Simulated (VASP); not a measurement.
# BiTe (Fm-3m) in VASP: further runs

Runs on BiTe. Level: LDA. Tasks: single point.

Program: VASP 6.6.1. These are calculated values, not measurements. Logs are shortened: lines on timing, memory, paths and dates and some standing lists are left out, and cuts for length are marked.

## Step 1: The cell of the first run

Symmetry: Fm-3m, No. 225, cubic system. The conventional cell has a = 6.470 Å, b = 6.470 Å, c = 6.470 Å, α = 90.00°, β = 90.00°, γ = 90.00°. Within 4.3 Å of Bi (site symmetry m-3m) lie 6 Te at 3.23 Å. Within 4.3 Å of Te (site symmetry m-3m) lie 6 Bi at 3.23 Å.

## Step 2: Single point, LDA

Contents of INCAR:

```
ALGO = Normal ; EDIFF = 1E-7
ENCUT = 520 ; ISIF = 2
ISMEAR = 1 ; LASPH = T
LCHARG = F ; LREAL = F
LWAVE = F ; NBANDS = 18
NELM = 80 ; PREC = Accurate
SIGMA = 0.02
```

Contents of KPOINTS:

```
k-points
0
Gamma
  14 14 14
```

Contents of POSCAR:

```
BiTe
1.0
    0.0000000000      3.2350000000      3.2350000000
    3.2350000000      0.0000000000      3.2350000000
    3.2350000000      3.2350000000      0.0000000000
Bi Te
1 1
Direct
    0.0000000000      0.0000000000      0.0000000000
    0.5000000000      0.5000000000      0.5000000000
```

Potentials or basis: VASP PAW LDA potentials, release 64 (Bi_d, Te).

Run with:

```sh
$ cat potpaw_LDA.64/Bi_d/POTCAR potpaw_LDA.64/Te/POTCAR > POTCAR
$ mpirun -np 1 vasp_std > vasp.out
```

OUTCAR:

```text
EDIFF = 1E-7
   ENCUT = 520
   ISIF = 2
   ISMEAR = 1
   LASPH = T
   LREAL = F
   NELM = 80
   PREC = Accurate

 ion  position               nearest neighbor table
   1  0.000  0.000  0.000-   2 3.23   2 3.23   2 3.23   2 3.23   2 3.23   2 3.23
   2  0.500  0.500  0.500-   1 3.23   1 3.23   1 3.23   1 3.23   1 3.23   1 3.23

  LATTYP: Found a face centered cubic cell.
 ALAT       =     6.4700000000

  Lattice vectors:

 A1 = (   0.0000000000,   3.2350000000,   3.2350000000)
 A2 = (   3.2350000000,   0.0000000000,   3.2350000000)
 A3 = (   3.2350000000,   3.2350000000,   0.0000000000)

Analysis of symmetry for initial positions (statically):
=====================================================================
 Subroutine PRICEL returns:
 Original cell was already a primitive cell.

 Routine SETGRP: Setting up the symmetry group for a
 face centered cubic supercell.

 Subroutine GETGRP returns: Found 48 space group operations
 (whereof 48 operations were pure point group operations)
 out of a pool of 48 trial point group operations.

The static configuration has the point symmetry O_h .

Analysis of symmetry for dynamics (positions and initial velocities):
=====================================================================
 Subroutine PRICEL returns:
 Original cell was already a primitive cell.

 Routine SETGRP: Setting up the symmetry group for a
 face centered cubic supercell.

 Subroutine GETGRP returns: Found 48 space group operations
 (whereof 48 operations were pure point group operations)
 out of a pool of 48 trial point group operations.

The dynamic configuration has the point symmetry O_h .

 Subroutine INISYM returns: Found 48 space group operations
 (whereof 48 operations are pure point group operations),
 and found     1 'primitive' translations

----------------------------------------------------------------------------------------

                                     Primitive cell

  volume of cell :      67.7100

  direct lattice vectors                    reciprocal lattice vectors
     0.000000000  3.235000000  3.235000000    -0.154559505  0.154559505  0.154559505
     3.235000000  0.000000000  3.235000000     0.154559505 -0.154559505  0.154559505
     3.235000000  3.235000000  0.000000000     0.154559505  0.154559505 -0.154559505

  length of vectors
     4.574980874  4.574980874  4.574980874     0.267704916  0.267704916  0.267704916

  position of ions in fractional coordinates (direct lattice)
     0.000000000  0.000000000  0.000000000
     0.500000000  0.500000000  0.500000000

  ion indices of the primitive-cell ions
   primitive index   ion index
                 1           1
                 2           2

----------------------------------------------------------------------------------------

 KPOINTS: k-points

Automatic generation of k-mesh.
 Grid dimensions read from file:
 generate k-points for:   14   14   14

 Generating k-lattice:

  Cartesian coordinates                     Fractional coordinates (reciprocal lattice)
    -0.011039965  0.011039965  0.011039965     0.071428571  0.000000000  0.000000000
     0.011039965 -0.011039965  0.011039965     0.000000000  0.071428571  0.000000000
     0.011039965  0.011039965 -0.011039965     0.000000000  0.000000000  0.071428571

  Length of vectors
     0.019121780  0.019121780  0.019121780

  Shift w.r.t. Gamma in fractional coordinates (k-lattice)
     0.000000000  0.000000000  0.000000000

 Subroutine IBZKPT returns following result:
 ===========================================

 Found    104 irreducible k-points:

 Following reciprocal coordinates:
            Coordinates               Weight
  0.000000  0.000000  0.000000      1.000000
  0.071429  0.000000  0.000000      8.000000
  0.142857  0.000000  0.000000      8.000000
  0.214286  0.000000  0.000000      8.000000
  0.285714  0.000000  0.000000      8.000000
  0.357143  0.000000  0.000000      8.000000
[... 16 lines left out ...]
  0.214286  0.142857  0.000000     24.000000
  0.285714  0.142857  0.000000     24.000000
 [... further k-points ...]
   k-points           NKPTS =    104   k-points in BZ     NKDIM =    104   number of bands    NBANDS=     18
   number of dos      NEDOS =    301   number of ions     NIONS =      2
   total plane-waves  NPLWV =  46656
   dimension x,y,z NGX =    36 NGY =   36 NGZ =   36
   dimension x,y,z NGXF=    72 NGYF=   72 NGZF=   72
   ions per type =               1   1
   NGX,Y,Z   is equivalent  to a cutoff of  13.08, 13.08, 13.08 a.u.
   NGXF,Y,Z  is equivalent  to a cutoff of  26.16, 26.16, 26.16 a.u.
 SYSTEM =  unknown system
   PREC   = accura    normal or accurate (medium, high low for compatibility)
   ISTART =      0    job   : 0-new  1-cont  2-samecut
   ICHARG =      2    charge: 1-file 2-atom 10-const
   ISPIN  =      1    spin polarized calculation?
   LNONCOLLINEAR =      F non collinear calculations
   LSORBIT =      F    spin-orbit coupling
   LASPH  =      T    aspherical Exc in radial PAW
   ENCUT  =  520.0 eV  38.22 Ry    6.18 a.u.   8.51  8.51  8.51*2*pi/ulx,y,z
   NELM   =     80;   NELMIN=  2; NELMDL= -5     # of ELM steps
   EDIFF  = 0.1E-06   stopping-criterion for ELM
   LREAL  =      F    real-space projection
   EDIFFG = 0.1E-05   stopping-criterion for IOM
   NSW    =      0    number of steps for IOM
   IBRION =     -1    ionic relax: 0-MD 1-quasi-New 2-CG
   NFREE  =      0    steps in history (QN), initial steepest desc. (CG)
   ISIF   =      2    stress and relaxation
   ISYM   =      2    0-nonsym 1-usesym 2-fastsym
   POTIM  = 0.5000    time-step for ionic-motion
   TEBEG  =    0.0;   TEEND  =   0.0 temperature during run
   PSTRESS=    0.0 pullay stress
   NELECT =      21.0000    total number of electrons
   NUPDOWN=      -1.0000    fix difference up-down
   EMIN   =  10.00;   EMAX   =-10.00  energy-range for DOS
   EFERMI =   0.00;   METHOD = LEGACY
   ISMEAR =     1;   SIGMA  =   0.02  broadening in eV -4-tet -1-fermi 0-gaus
   EFERMI_NEDOS =   21; number of points for ismear=-14 and -15
   IALGO  =     38    algorithm
   IMIX   =      4    mixing-type and parameters
     AMIX     =   0.40;   BMIX     =  1.00
     AMIX_MAG =   1.60;   BMIX_MAG =  1.00
  volume/ion in A,a.u.               =      33.86       228.46
  Fermi-wavevector in a.u.,A,eV,Ry     =   1.108146  2.094092 16.707785  1.227988
  Thomas-Fermi vector in A             =   2.244669
   LORBIT       =      0    0 simple, 1 ext, 2 COOP (PROOUT), +10 PAW based schemes
   GGA     = CA    functional components
   LHFCALC =     F    Hartree Fock is set to
   AEXX    =    0.0000 exact exchange contribution
   IVDW    =     0    specifies the selected vdW correction
   LEPSILON=     F    determine dielectric tensor
   LRPA    =     F    only Hartree local field effects (RPA)
 non-spin polarized calculation
 Methfessel and Paxton  Order N= 1 SIGMA  =   0.02
  energy-cutoff  :      520.00
  volume of cell :       67.71
 maximum number of plane-waves:      1845
 NGX is ok and might be reduce to    36

 number of electron      21.0000001 magnetization

 Free energy of the ion-electron system (eV)
  ---------------------------------------------------
  ext. energy  EPLUGINS =         0.00000000
  ---------------------------------------------------
  free energy    TOTEN  =        -8.48693704 eV

  energy without entropy =       -8.48694477  energy(sigma->0) =       -8.48693961

 E-fermi :   6.4602     XC(G=0):  -9.6758

 val. band max:        6.4338224800   @ k =  -0.4286   0.1429   0.0000
 cond. band min:       6.4626661428   @ k =   0.5000   0.0714   0.0000
 fundamental gap:      0.0288436629
 Fermi energy:         6.4602403401

 k-point     1 :       0.0000    0.0000    0.0000
  band No.  band energies     occupation
      1     -16.6402      2.00000
      2     -16.6402      2.00000
      3     -16.6329      2.00000
      4     -16.6329      2.00000
      5     -16.6329      2.00000
      6      -7.0956      2.00000
[... 10 lines left out ...]
     17      12.4949      0.00000
     18      12.9332      0.00000

 k-point     2 :       0.0714    0.0000    0.0000
  band No.  band energies     occupation
      1     -16.6403      2.00000
      2     -16.6403      2.00000
      3     -16.6328      2.00000
      4     -16.6327      2.00000
      5     -16.6327      2.00000
      6      -7.0501      2.00000
[... 10 lines left out ...]
     17      12.8207      0.00000
     18      13.3138      0.00000

 k-point     3 :       0.1429    0.0000    0.0000
  band No.  band energies     occupation
      1     -16.6408      2.00000
      2     -16.6408      2.00000
      3     -16.6326      2.00000
      4     -16.6318      2.00000
      5     -16.6318      2.00000
      6      -6.9141      2.00000
[... 10 lines left out ...]
     17      13.6268      0.00000
     18      14.0909      0.00000

 k-point     4 :       0.2143    0.0000    0.0000
  band No.  band energies     occupation
      1     -16.6417      2.00000
      2     -16.6417      2.00000
      3     -16.6322      2.00000
      4     -16.6305      2.00000
      5     -16.6305      2.00000
      6      -6.6895      2.00000
[... 375 lines left out ...]
      4     -16.6310      2.00000
      5     -16.6310      2.00000
      6      -6.8565      2.00000
[... 10 lines left out ...]
     17      12.9356      0.00000
     18      13.3364      0.00000

 k-point    23 :       0.2143    0.1429    0.0000
  band No.  band energies     occupation
      1     -16.6438      2.00000
      2     -16.6392      2.00000
      3     -16.6337      2.00000
      4     -16.6300      2.00000
      5     -16.6298      2.00000
      6      -6.6957      2.00000
[... 10 lines left out ...]
     17      13.3652      0.00000
     18      13.7130      0.00000

 k-point    24 :       0.2857    0.1429    0.0000
  band No.  band energies     occupation
      1     -16.6449      2.00000
      2     -16.6397      2.00000
      3     -16.6333      2.00000
      4     -16.6290      2.00000
      5     -16.6284      2.00000
      6      -6.4506      2.00000
[... 10 lines left out ...]
     17      14.2003      0.00000
     18      14.5118      0.00000

 [... further k-points ...]

------------------------ aborting loop because EDIFF is reached ----------------------------------------

  FORCE on cell =-STRESS in cart. coord.  units (eV):
  Direction    XX          YY          ZZ          XY          YZ          ZX
  --------------------------------------------------------------------------------------
  -------------------------------------------------------------------------------------
  Total       -1.1583277     -1.1583277     -1.1583277      0.0000000      0.0000000      0.0000000
  in kB      -27.4087464    -27.4087464    -27.4087464      0.0000000      0.0000000      0.0000000
  external PRESSURE =     -27.4087464 kB  Pullay stress =       0.0000000 kB

 VOLUME and BASIS-vectors are now :
 -----------------------------------------------------------------------------
  energy-cutoff  :      520.00
  volume of cell :       67.71
      direct lattice vectors                 reciprocal lattice vectors
     0.000000000  3.235000000  3.235000000    -0.154559505  0.154559505  0.154559505
     3.235000000  0.000000000  3.235000000     0.154559505 -0.154559505  0.154559505
     3.235000000  3.235000000  0.000000000     0.154559505  0.154559505 -0.154559505

 POSITION                                       TOTAL-FORCE (eV/Angst)
 -----------------------------------------------------------------------------------
      0.00000      0.00000      0.00000         0.000000      0.000000      0.000000
      3.23500      3.23500      3.23500         0.000000      0.000000     -0.000000
 -----------------------------------------------------------------------------------
    total drift:                               -0.000000      0.000000      0.000000

  FREE ENERGIE OF THE ION-ELECTRON SYSTEM (eV)
  ---------------------------------------------------
  free  energy   TOTEN  =        -8.4869370351 eV

  energy  without entropy=       -8.4869447723  energy(sigma->0) =       -8.48693961
```

Run time: 66 s. Hardware: 1 thread of Intel Xeon Platinum 8488C (Sapphire Rapids), shared host; peak memory 0.26 GiB.

Results:

- Free energy: -8.4869 eV
- Pressure: -2.7 GPa
- Band gap on the k mesh: zero (an odd number of electrons rules out a gap without spin polarisation)

Caveat: spin-orbit coupling is left out, which moves the levels of the heavy elements; an odd number of electrons without spin polarisation forces a metal; a magnetic or distorted state may lie lower.

## Step 3: Single point, LDA

This run uses another cell than the first one: it holds 8 atoms, not 2.

Contents of INCAR:

```
  PREC = Accurate
  ENCUT = 520
  EDIFF = 1E-7
  ISMEAR = 1
  SIGMA = 0.02
  LREAL = F
  LASPH = T
  NELM = 80
  ALGO = Normal
  ISIF = 2
  LWAVE = F
  LCHARG = T
  LELF = T
  LVHAR = T
  NBANDS = 52
```

Contents of KPOINTS:

```
Automatic mesh
0
Gamma
  8 8 8
```

Contents of POSCAR:

```
BiTe
1.0
    6.4700000000      0.0000000000      0.0000000000
    0.0000000000     -6.4700000000      0.0000000000
    0.0000000000      0.0000000000     -6.4700000000
Bi Te
4 4
Direct
    0.0000000000      0.5000000000      0.5000000000
    0.5000000000      0.0000000000      0.5000000000
    0.5000000000      0.5000000000      0.0000000000
    0.0000000000      0.0000000000      0.0000000000
    0.5000000000      0.0000000000      0.0000000000
    0.0000000000      0.5000000000      0.0000000000
    0.0000000000      0.0000000000      0.5000000000
    0.5000000000      0.5000000000      0.5000000000
```

Potentials or basis: VASP PAW LDA potentials, release 64 (Bi_d, Te).

Run with:

```sh
$ cat potpaw_LDA.64/Bi_d/POTCAR potpaw_LDA.64/Te/POTCAR > POTCAR
$ mpirun -np 1 vasp_std > vasp.out
```

Run time: 4.6 min. Hardware: 1 thread of Intel Xeon Platinum 8488C (Sapphire Rapids), shared host; peak memory 0.5 GiB.

It converged, with:

| Quantity | Value |
| --- | --- |
| Free energy | -33.9943 eV |
| Pressure | -2.8 GPa |

Levels at points of the mesh, in eV from the Fermi level:
```tsv
k point	band 40	band 41	band 42	band 43	band 44	band 45
(0.00, 0.00, 0.00)	-2.48	2.17	2.17	2.17	2.28	2.28
(0.50, 0.00, 0.00)	-1.51	-0.23	-0.23	0.84	0.84	2.73
(0.50, 0.50, 0.00)	-2.03	-0.05	-0.05	-0.05	-0.05	0.01
(0.50, 0.50, 0.50)	-1.54	-0.82	-0.82	-0.82	-0.82	-0.59
```

Caveat: the highest band is partly filled, so the run has too few bands; spin-orbit coupling is left out, which moves the levels of the heavy elements.

The gap in the log of VASP goes by the Fermi energy; the results here count the filled bands.